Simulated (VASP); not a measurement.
Li2Cu5:

```xyz
14
Lattice="8.4554 0.0000 0.0000 0.0000 8.4554 0.0000 0.0000 0.0000 2.5719" Properties=species:S:1:pos:R:3 pbc="T T T"
Cu    2.4977    3.6561    0.0000
Cu    4.7993    2.4977    0.0000
Cu    5.9577    4.7993    0.0000
Cu    3.6561    5.9577    0.0000
Cu    6.7255    0.5716    0.0000
Cu    0.5716    1.7300    0.0000
Cu    1.7300    7.8839    0.0000
Cu    7.8839    6.7255    0.0000
Cu    0.0000    4.2277    0.0000
Cu    4.2277    0.0000    0.0000
Li    1.4543    5.6821    1.2859
Li    2.7734    1.4543    1.2859
Li    7.0011    2.7734    1.2859
Li    5.6821    7.0011    1.2859
```

* Program: VASP 6.6.1
* Task: relaxation of the atoms
* Functional: PBE
* Potentials or basis: VASP PAW PBE potentials, release 64 (Cu, Li_sv)
* Cutoff: 520 eV
* k mesh: 3 × 3 × 10
* Occupations: fermi-dirac, width 0.0913 eV
* Spin: no spin polarisation

At the start: pressure -1.8 GPa; volume 13.13 Å³/atom.

**Question.** How do energy, volume and symmetry change on relaxing?

**Answer.** Over 10 steps the energy falls by 8.0 meV/atom; space group P4/mbm (No. 127, to 0.05 Å).

Step by step:
| step | energy change (eV) | largest force (eV/Å) | pressure (GPa) |
| --- | --- | --- | --- |
| 1 | 0.0000 | 0.2994 | -1.82 |
| 2 | -0.0187 | 0.2446 | -1.87 |
| 3 | -0.0583 | 0.1286 | -1.83 |
| 4 | -0.0690 | 0.2053 | -1.78 |
| 5 | -0.0750 | 0.1732 | -1.83 |
| 6 | -0.0974 | 0.1028 | -1.77 |
| 7 | -0.1104 | 0.0304 | -1.70 |
| 8 | -0.1107 | 0.0314 | -1.67 |
| 9 | -0.1115 | 0.0118 | -1.62 |
| 10 | -0.1117 | 0.0041 | -1.66 |

Final structure:
```xyz
14
Lattice="8.4554 0.0000 0.0000 0.0000 8.4554 0.0000 0.0000 0.0000 2.5719" Properties=species:S:1:pos:R:3 pbc="T T T"
Cu    2.4886    3.7513    0.0000
Cu    4.7041    2.4886    0.0000
Cu    5.9668    4.7041    0.0000
Cu    3.7513    5.9668    0.0000
Cu    6.7164    0.4764    0.0000
Cu    0.4764    1.7391    0.0000
Cu    1.7391    7.9790    2.5719
Cu    7.9790    6.7164    2.5719
Cu    8.4554    4.2277    0.0000
Cu    4.2277    8.4554    0.0000
Li    1.5564    5.7841    1.2859
Li    2.6713    1.5564    1.2859
Li    6.8991    2.6713    1.2859
Li    5.7841    6.8991    1.2859
```

Caveat: the cutoff is under 1.25 times the usual one of these potentials, so pressure, stress and relaxed cells hold a basis-set (Pulay) error.
